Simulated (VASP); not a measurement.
# MgCdTe3 (R32) in VASP: notebook

MgCdTe3 is run at these levels: PBE; tasks: single point, relaxation of cell and atoms.

Program: VASP 6.6.1. These are calculated values, not measurements. Logs are shortened: lines on timing, memory, paths and dates and some standing lists are left out, and cuts for length are marked.

**1. The cell of the first run**

Symmetry: R32, No. 155, trigonal system. Conventional cell: a = 7.385 Å, b = 7.385 Å, c = 8.807 Å, α = 90.00°, β = 90.00°, γ = 120.00°. Mg (site symmetry 32) has 9 Te at 3.12 to 3.67 Å within 4.1 Å. Within 3.5 Å of Cd (site symmetry 32) lie 6 Te at 2.65 Å. Te (site symmetry 2) has 2 Cd at 2.65 Å and 1 Mg at 3.12 Å and 2 Te at 3.15 Å within 3.5 Å.

The cell was generated, and may not be a known phase.

**2. Single point, PBE**

INCAR reads:

```
SYSTEM = MgCdTe3
PREC = Accurate
ENCUT = 520
EDIFF = 1E-6
ISMEAR = 0
SIGMA = 0.1
LREAL = .False.
LASPH = .True.
NELM = 60
ALGO = Normal
ISIF = 2
LWAVE = .False.
LCHARG = .True.
GGA = PE
LELF = .True.
LVHAR = .True.
NBANDS = 24
```

KPOINTS reads:

```
regular mesh
0
Gamma
  3 3 3
  0 0 0
```

POSCAR reads:

```
MgCdTe3
1.0
    3.6925751800      2.1319092700      2.9357615200
   -3.6925751800      2.1319092700      2.9357615200
    0.0000000000     -4.2638185400      2.9357615200
Mg Cd Te
1 1 3
Direct
    0.5000000000      0.5000000000      0.5000000000
    0.0000000000      0.0000000000      0.0000000000
    0.0780339900      0.5000000000      0.9219660100
    0.9219660100      0.0780339900      0.5000000000
    0.5000000000      0.9219660100      0.0780339900
```

Potentials or basis: VASP PAW PBE potentials, release 64 (Mg, Cd, Te).

Launch:

```sh
$ cat potpaw_PBE.64/Mg/POTCAR potpaw_PBE.64/Cd/POTCAR potpaw_PBE.64/Te/POTCAR > POTCAR
$ mpirun -np 1 vasp_std > vasp.out
```

OUTCAR:

```text
SYSTEM = MgCdTe3
   PREC = Accurate
   ENCUT = 520
   EDIFF = 1E-6
   ISMEAR = 0
   LREAL = .False.
   LASPH = .True.
   NELM = 60
   ISIF = 2
   GGA = PE

 ion  position               nearest neighbor table
   1  0.500  0.500  0.500-   3 3.12   5 3.12   4 3.12
   2  0.000  0.000  0.000-   4 2.65   4 2.65   3 2.65   5 2.65   3 2.65   5 2.65
   3  0.078  0.500  0.922-   2 2.65   2 2.65   1 3.12   5 3.15   4 3.15
   4  0.922  0.078  0.500-   2 2.65   2 2.65   1 3.12   5 3.15   3 3.15
   5  0.500  0.922  0.078-   2 2.65   2 2.65   1 3.12   3 3.15   4 3.15

  LATTYP: Found a trigonal (rhomboedric) cell.
 ALAT       =     5.1767600142
 COS(alpha) =    -0.0175895111

  Lattice vectors:

 A1 = (   3.6925751800,   2.1319092700,   2.9357615200)
 A2 = (  -3.6925751800,   2.1319092700,   2.9357615200)
 A3 = (   0.0000000000,  -4.2638185400,   2.9357615200)

Analysis of symmetry for initial positions (statically):
=====================================================================
 Subroutine PRICEL returns:
 Original cell was already a primitive cell.

 Routine SETGRP: Setting up the symmetry group for a
 trigonal (rhombohedral) supercell.

 Subroutine GETGRP returns: Found  6 space group operations
 (whereof  6 operations were pure point group operations)
 out of a pool of 12 trial point group operations.

The static configuration has the point symmetry D_3 .

Analysis of symmetry for dynamics (positions and initial velocities):
=====================================================================
 Subroutine PRICEL returns:
 Original cell was already a primitive cell.

 Routine SETGRP: Setting up the symmetry group for a
 trigonal (rhombohedral) supercell.

 Subroutine GETGRP returns: Found  6 space group operations
 (whereof  6 operations were pure point group operations)
 out of a pool of 12 trial point group operations.

The dynamic configuration has the point symmetry D_3 .

 Subroutine INISYM returns: Found  6 space group operations
 (whereof  6 operations are pure point group operations),
 and found     1 'primitive' translations

----------------------------------------------------------------------------------------

                                     Primitive cell

  volume of cell :     138.6660

  direct lattice vectors                    reciprocal lattice vectors
     3.692575180  2.131909270  2.935761520     0.135406857  0.078177186  0.113542374
    -3.692575180  2.131909270  2.935761520    -0.135406857  0.078177186  0.113542374
     0.000000000 -4.263818540  2.935761520     0.000000000 -0.156354371  0.113542374

  length of vectors
     5.176760019  5.176760019  5.176760014     0.193231882  0.193231882  0.193231882

  position of ions in fractional coordinates (direct lattice)
     0.500000000  0.500000000  0.500000000
     0.000000000  0.000000000  0.000000000
     0.078033990  0.500000000  0.921966010
     0.921966010  0.078033990  0.500000000
     0.500000000  0.921966010  0.078033990

  ion indices of the primitive-cell ions
   primitive index   ion index
                 1           1
                 2           2
                 3           3
                 4           4
                 5           5

----------------------------------------------------------------------------------------

 KPOINTS: regular mesh

Automatic generation of k-mesh.
 Grid dimensions read from file:
 generate k-points for:    3    3    3

 Generating k-lattice:

  Cartesian coordinates                     Fractional coordinates (reciprocal lattice)
     0.045135619  0.026059062  0.037847458     0.333333333  0.000000000  0.000000000
    -0.045135619  0.026059062  0.037847458     0.000000000  0.333333333  0.000000000
     0.000000000 -0.052118124  0.037847458     0.000000000  0.000000000  0.333333333

  Length of vectors
     0.064410627  0.064410627  0.064410627

  Shift w.r.t. Gamma in fractional coordinates (k-lattice)
     0.000000000  0.000000000  0.000000000

 Subroutine IBZKPT returns following result:
 ===========================================

 Found      6 irreducible k-points:

 Following reciprocal coordinates:
            Coordinates               Weight
  0.000000  0.000000  0.000000      1.000000
  0.333333 -0.000000  0.000000      6.000000
  0.333333  0.333333  0.000000      6.000000
 -0.333333  0.333333  0.000000      6.000000
  0.333333  0.333333  0.333333      2.000000
 -0.333333  0.333333  0.333333      6.000000
   k-points           NKPTS =      6   k-points in BZ     NKDIM =      6   number of bands    NBANDS=     24
   number of dos      NEDOS =    301   number of ions     NIONS =      5
   total plane-waves  NPLWV =  64000
   dimension x,y,z NGX =    40 NGY =   40 NGZ =   40
   dimension x,y,z NGXF=    80 NGYF=   80 NGZF=   80
   ions per type =               1   1   3
   NGX,Y,Z   is equivalent  to a cutoff of  12.85, 12.85, 12.85 a.u.
   NGXF,Y,Z  is equivalent  to a cutoff of  25.69, 25.69, 25.69 a.u.
 SYSTEM =  MgCdTe3
[... 106 lines left out ...]
     19       8.5513      0.00000
     20       8.9567      0.00000
     21       9.0140      0.00000
     22      10.1532      0.00000
     23      10.5156      0.00000
     24      11.1722      0.00000

 k-point     3 :       0.3333    0.3333    0.0000
  band No.  band energies     occupation
      1      -6.9763      2.00000
      2      -6.5953      2.00000
      3      -5.5479      2.00000
      4      -4.4464      2.00000
      5      -4.2219      2.00000
      6      -4.0399      2.00000
      7      -3.8491      2.00000
      8      -3.3851      2.00000
      9      -0.0782      2.00000
     10       0.9425      2.00000
     11       1.5866      2.00000
     12       2.8567      2.00000
     13       3.0203      2.00000
     14       3.5574      2.00000
     15       4.6438      2.00000
     16       5.3435      1.99989
     17       5.6693      0.46520
     18       6.8428      0.00000
     19       7.9236      0.00000
     20       8.9980      0.00000
     21       9.1165      0.00000
     22      10.6867      0.00000
     23      11.0284      0.00000
     24      11.9587      0.00000

 k-point     4 :      -0.3333    0.3333    0.0000
  band No.  band energies     occupation
      1      -7.1732      2.00000
      2      -6.0422      2.00000
      3      -5.9032      2.00000
      4      -4.3385      2.00000
      5      -4.2406      2.00000
      6      -4.0372      2.00000
      7      -3.9103      2.00000
      8      -3.5304      2.00000
      9       0.3831      2.00000
     10       1.0643      2.00000
     11       1.1260      2.00000
     12       2.8268      2.00000
     13       3.1409      2.00000
     14       3.5035      2.00000
     15       4.2613      2.00000
     16       5.0903      2.00000
     17       6.5295      0.00000
     18       6.6703      0.00000
     19       7.6981      0.00000
     20       8.8457      0.00000
     21       9.8306      0.00000
     22      10.1778      0.00000
     23      11.7868      0.00000
     24      12.0576      0.00000

 k-point     5 :       0.3333    0.3333    0.3333
  band No.  band energies     occupation
      1      -6.7258      2.00000
      2      -6.2591      2.00000
      3      -5.6549      2.00000
      4      -4.5092      2.00000
      5      -4.3910      2.00000
      6      -4.0674      2.00000
      7      -3.8493      2.00000
      8      -3.6638      2.00000
      9      -1.2290      2.00000
     10       1.1647      2.00000
     11       1.2588      2.00000
     12       2.4833      2.00000
     13       3.0099      2.00000
     14       3.7655      2.00000
     15       5.4965      1.91348
     16       5.8077      0.00720
     17       6.7717      0.00000
     18       6.8719      0.00000
     19       8.7751      0.00000
     20       9.5694      0.00000
     21      10.3797      0.00000
     22      10.5247      0.00000
     23      11.5079      0.00000
     24      11.6640      0.00000

 k-point     6 :      -0.3333    0.3333    0.3333
  band No.  band energies     occupation
      1      -6.8094      2.00000
      2      -6.2537      2.00000
      3      -5.5521      2.00000
      4      -4.4341      2.00000
      5      -4.2161      2.00000
      6      -4.0685      2.00000
      7      -3.9337      2.00000
      8      -3.7690      2.00000
      9      -1.4972      2.00000
     10       1.1224      2.00000
     11       1.5291      2.00000
     12       1.9668      2.00000
     13       3.4846      2.00000
     14       4.3475      2.00000
     15       4.9104      2.00000
     16       5.9162      0.00002
     17       6.6951      0.00000
     18       7.0048      0.00000
     19       8.7921      0.00000
     20       9.8008      0.00000
     21      10.0572      0.00000
     22      10.0982      0.00000
     23      11.3643      0.00000
     24      11.8153      0.00000

------------------------ aborting loop because EDIFF is reached ----------------------------------------

  FORCE on cell =-STRESS in cart. coord.  units (eV):
  Direction    XX          YY          ZZ          XY          YZ          ZX
  --------------------------------------------------------------------------------------
  -------------------------------------------------------------------------------------
  Total        9.7186409      9.7186409     15.4864508      0.0000000      0.0000000     -0.0000000
  in kB      112.2912797    112.2912792    178.9338021      0.0000000      0.0000000     -0.0000000
  external PRESSURE =     134.5054536 kB  Pullay stress =       0.0000000 kB

 VOLUME and BASIS-vectors are now :
 -----------------------------------------------------------------------------
  energy-cutoff  :      520.00
  volume of cell :      138.67
      direct lattice vectors                 reciprocal lattice vectors
     3.692575180  2.131909270  2.935761520     0.135406857  0.078177186  0.113542374
    -3.692575180  2.131909270  2.935761520    -0.135406857  0.078177186  0.113542374
     0.000000000 -4.263818540  2.935761520     0.000000000 -0.156354371  0.113542374

 POSITION                                       TOTAL-FORCE (eV/Angst)
 -----------------------------------------------------------------------------------
      0.00000      0.00000      4.40364         0.000000     -0.000000      0.000000
      0.00000      0.00000      0.00000         0.000000     -0.000000      0.000000
     -1.55814     -2.69878      4.40364         0.707120      1.224769      0.000000
      3.11628      0.00000      4.40364        -1.414241     -0.000000     -0.000000
     -1.55814      2.69878      4.40364         0.707120     -1.224769      0.000000
 -----------------------------------------------------------------------------------
    total drift:                                0.000000      0.000000     -0.000000

  FREE ENERGIE OF THE ION-ELECTRON SYSTEM (eV)
  ---------------------------------------------------
  free  energy   TOTEN  =       -10.0013054779 eV

  energy  without entropy=       -9.9886932735  energy(sigma->0) =       -9.99499938
```

Wall time 12 s (1 thread of Intel Xeon 6975P-C (Granite Rapids), shared host); peak memory 0.24 GiB.

What came out:

```yaml
Free_energy: -10.0013 eV
Pressure: 13.5 GPa
Largest_force: 1.414 eV/Å
Band_gap_on_the_k_mesh: zero (bands 16 and 17 overlap by 0.53 eV)
```

Forces in eV/Å, atoms in the order of the input:
```
Mg   0.000  0.000  0.000
Cd   0.000  0.000  0.000
Te   0.707  1.225  0.000
Te  -1.414  0.000  0.000
Te   0.707 -1.225  0.000
```

Stress tensor (GPa, compression positive):
```
11.23  0.00  0.00
 0.00 11.23  0.00
 0.00  0.00 17.89
```

Levels at points of the mesh, in eV from the Fermi level:
```tsv
k point	band 14	band 15	band 16	band 17	band 18	band 19
(0.00, 0.00, 0.00)	-1.48	-1.40	-1.40	-0.03	0.48	1.60
```

Caveat: the k points lie up to 0.40 Å⁻¹ apart, too coarse for converged energies and pressures of a metal; semilocal functionals underestimate gaps, and a narrow one can read as zero; spin-orbit coupling is left out, which moves the levels of the heavy elements; forces of over 1 eV/Å act on the atoms, so gaps and moduli don't describe the material at rest.

**3. Single point, PBE**

This run uses another cell than the first one, of 35.26 Å³/atom.

INCAR reads:

```
ALGO = Normal
EDIFF = 1E-7
ENCUT = 520
GGA = PE
ISIF = 2
ISMEAR = 0
LASPH = T
LCHARG = F
LREAL = F
LWAVE = F
NBANDS = 24
NELM = 80
PREC = Accurate
SIGMA = 0.1
```

KPOINTS reads:

```
k-points
0
Gamma
  3 3 3
```

POSCAR reads:

```
MgCdTe3
1.0
    3.9611358596      2.2869628548      3.2432174264
   -3.9611358596      2.2869628548      3.2432174264
    0.0000000000     -4.5739257097      3.2432174264
Mg Cd Te
1 1 3
Direct
    0.5000000000      0.5000000000      0.5000000000
    0.0000000000      0.0000000000      0.0000000000
    0.1534272207      0.5000000000      0.8465727793
    0.8465727793      0.1534272207      0.5000000000
    0.5000000000      0.8465727793      0.1534272207
```

Potentials or basis: VASP PAW PBE potentials, release 64 (Mg, Cd, Te).

Launch:

```sh
$ cat potpaw_PBE.64/Mg/POTCAR potpaw_PBE.64/Cd/POTCAR potpaw_PBE.64/Te/POTCAR > POTCAR
$ mpirun -np 1 vasp_std > vasp.out
```

Wall time 15 s (1 thread of Intel Xeon 6975P-C (Granite Rapids), shared host); peak memory 0.26 GiB.

The run converged. Its results:

| Quantity | Value |
| --- | --- |
| Free energy | -13.1515 eV |
| Pressure | 0.1 GPa |
| Largest force | 0.010 eV/Å |
| Band gap on the k mesh | 0.17 eV (least direct gap 1.26 eV) |

Forces on the atoms (eV/Å):
```
Mg   0.000  0.000  0.000
Cd   0.000  0.000  0.000
Te   0.005  0.008  0.000
Te  -0.010  0.000  0.000
Te   0.005 -0.008  0.000
```

Stress tensor (GPa, compression positive):
```
 0.22  0.00  0.00
 0.00  0.22  0.00
 0.00  0.00 -0.18
```

Levels at points of the mesh, in eV from the valence-band top:
```csv
k point,band 12,band 13,band 14,band 15,band 16,band 17,band 18,band 19,band 20,band 21
"(0.00, 0.00, 0.00)",-2.20,-1.83,-1.83,-1.23,-1.23,0.17,2.54,3.11,3.46,4.04
```

Caveat: spin-orbit coupling is left out, which moves the levels of the heavy elements. A k mesh can miss the band edges.

**4. Relaxation of cell and atoms, PBE**

INCAR reads:

```
  PREC = Accurate
  ENCUT = 600
  EDIFF = 1E-6
  ISMEAR = 0
  SIGMA = 0.1
  LREAL = F
  LASPH = T
  NELM = 60
  ALGO = Normal
  ISIF = 3
  LWAVE = F
  LCHARG = F
  GGA = PE
  IBRION = 2
  NSW = 90
  EDIFFG = -0.04
```

KPOINTS reads:

```
Automatic mesh
0
Gamma
  3 3 3
```

POSCAR reads:

```
MgCdTe3
1.0
    3.6925751800      2.1319092700      2.9357615200
   -3.6925751800      2.1319092700      2.9357615200
    0.0000000000     -4.2638185400      2.9357615200
Mg Cd Te
1 1 3
Direct
    0.5000000000      0.5000000000      0.5000000000
    0.0000000000      0.0000000000      0.0000000000
    0.0780339900      0.5000000000      0.9219660100
    0.9219660100      0.0780339900      0.5000000000
    0.5000000000      0.9219660100      0.0780339900
```

Launch:

```sh
$ cat potpaw_PBE.64/Mg/POTCAR potpaw_PBE.64/Cd/POTCAR potpaw_PBE.64/Te/POTCAR > POTCAR
$ mpirun -np 1 vasp_std > vasp.out
```

It took 2.6 min on 1 thread of Intel Xeon 6975P-C (Granite Rapids), shared host; peak memory 0.27 GiB.

Results (log left out):

* Free energy: -13.1494 eV
* Relaxed volume: 35.50 Å³/atom
* Relaxed cell: a = 5.620 Å, b = 5.620 Å, c = 5.620 Å, α = 90.17°, β = 90.17°, γ = 90.17°
* Space group after relaxing (to 0.1 Å): R32 (No. 155)
* Pressure after relaxing: 0.0 GPa
* Largest force after relaxing: 0.029 eV/Å
* Band gap on the k mesh: 0.13 eV (least direct gap 1.27 eV)

Forces in eV/Å, atoms in the order of the input:
```
Mg   0.000  0.000  0.000
Cd   0.000  0.000  0.000
Te  -0.015 -0.025  0.000
Te   0.029  0.000  0.000
Te  -0.015  0.025  0.000
```

Final structure:
```
Mg Cd Te
1.0
     3.97995    2.29782    3.23491
    -3.97995    2.29782    3.23491
     0.00000   -4.59565    3.23491
Mg Cd Te
1 1 3
Cartesian
  0.0000 0.0000 4.8524
  0.0000 0.0000 0.0000
  -1.3737 -2.3793 4.8524
  2.7474 0.0000 4.8524
  -1.3737 2.3793 4.8524
```

Levels at points of the mesh, in eV from the valence-band top:
| k point | band 14 | band 15 | band 16 | band 17 | band 18 | band 19 |
| --- | --- | --- | --- | --- | --- | --- |
| (0.00, 0.00, 0.00) | -1.81 | -1.24 | -1.24 | 0.13 | 2.64 | 3.15 |

Caveat: the volume moved by over 15 % at a fixed basis, so the end points are rough; spin-orbit coupling is left out, which moves the levels of the heavy elements. A k mesh can miss the band edges.

**5. Single point, PBE**

This run uses another cell than the first one, of 35.35 Å³/atom.

INCAR reads:

```
PREC = Accurate ; ENCUT = 520
EDIFF = 1E-7 ; ISMEAR = 0
SIGMA = 0.01 ; LREAL = False
LASPH = True ; NELM = 60
ALGO = Normal ; ISIF = 2
LWAVE = False ; LCHARG = False
GGA = PE ; NBANDS = 24
```

KPOINTS reads:

```
regular mesh
0
Gamma
  6 6 6
```

POSCAR reads:

```
MgCdTe3
1.0
    3.9639566165      2.2885914196      3.2472584038
   -3.9639566165      2.2885914196      3.2472584038
    0.0000000000     -4.5771828392      3.2472584038
Mg Cd Te
1 1 3
Direct
    0.5000000000      0.5000000000      0.5000000000
    0.0000000000      0.0000000000      0.0000000000
    0.1521744863      0.5000000000      0.8478255137
    0.8478255137      0.1521744863      0.5000000000
    0.5000000000      0.8478255137      0.1521744863
```

Launch:

```sh
$ cat potpaw_PBE.64/Mg/POTCAR potpaw_PBE.64/Cd/POTCAR potpaw_PBE.64/Te/POTCAR > POTCAR
$ mpirun -np 1 vasp_std > vasp.out
```

It took 54 s on 1 thread of Intel Xeon 6975P-C (Granite Rapids), shared host; peak memory 0.35 GiB.

The run converged. Its results:

```
Free energy            : -13.0477 eV
Pressure               : 0.0 GPa
Largest force          : 0.006 eV/Å
Band gap on the k mesh : zero (bands 16 and 17 overlap by 0.48 eV)
```

Forces on the atoms (eV/Å):
```
Mg   0.000  0.000  0.000
Cd   0.000  0.000  0.000
Te   0.003  0.005  0.000
Te  -0.006  0.000  0.000
Te   0.003 -0.005  0.000
```

Levels at points of the mesh, in eV from the Fermi level:
```tsv
k point	band 14	band 15	band 16	band 17	band 18	band 19
(0.00, 0.00, 0.00)	-2.20	-1.61	-1.61	-0.21	2.11	2.68
(0.50, 0.00, 0.00)	-1.99	-0.68	-0.08	-0.07	0.97	2.92
(0.50, 0.50, 0.00)	-2.04	-1.43	-0.99	1.19	2.51	2.65
(0.50, 0.50, 0.50)	-0.21	-0.21	0.26	0.26	3.27	3.35
```

Caveat: semilocal functionals underestimate gaps, and a narrow one can read as zero; spin-orbit coupling is left out, which moves the levels of the heavy elements.

**6. Overview**

```csv
task,cell,k mesh,cutoff (eV),smearing,gap on the mesh (eV),pressure (GPa),largest force (eV/Å)
single point,"a = 5.177 Å, angles 91.0°, 5 atoms, atomic positions A",3 × 3 × 3,520,gaussian 0.1 eV,none,13.5,1.41
single point,"a = 5.607 Å, angles 89.9°, 5 atoms, atomic positions B",3 × 3 × 3,520,gaussian 0.1 eV,0.17,0.1,0.01
relaxation of cell and atoms,"relaxed from a = 5.177 Å, angles 91.0°, 5 atoms, atomic positions A",3 × 3 × 3,600,gaussian 0.1 eV,0.13,0.0,0.03
single point,"a = 5.612 Å, angles 89.9°, 5 atoms, atomic positions C",6 × 6 × 6,520,gaussian 0.01 eV,none,0.0,0.01
```

Alike in all rows: level PBE; potentials or basis VASP PAW PBE potentials, release 64 (Mg, Cd, Te); no spin polarisation.

Caveats: some runs use coarse meshes; spin-orbit coupling is left out, which moves the levels of the heavy elements; semilocal functionals underestimate gaps, and a narrow one can read as zero (at least some runs); forces of over 1 eV/Å act on the atoms, so gaps and moduli don't describe the material at rest (at least some runs); the volume moved by over 15 % at a fixed basis, so the end points are rough (at least some runs).

Absolute energies hang on the potentials; compare differences alone.
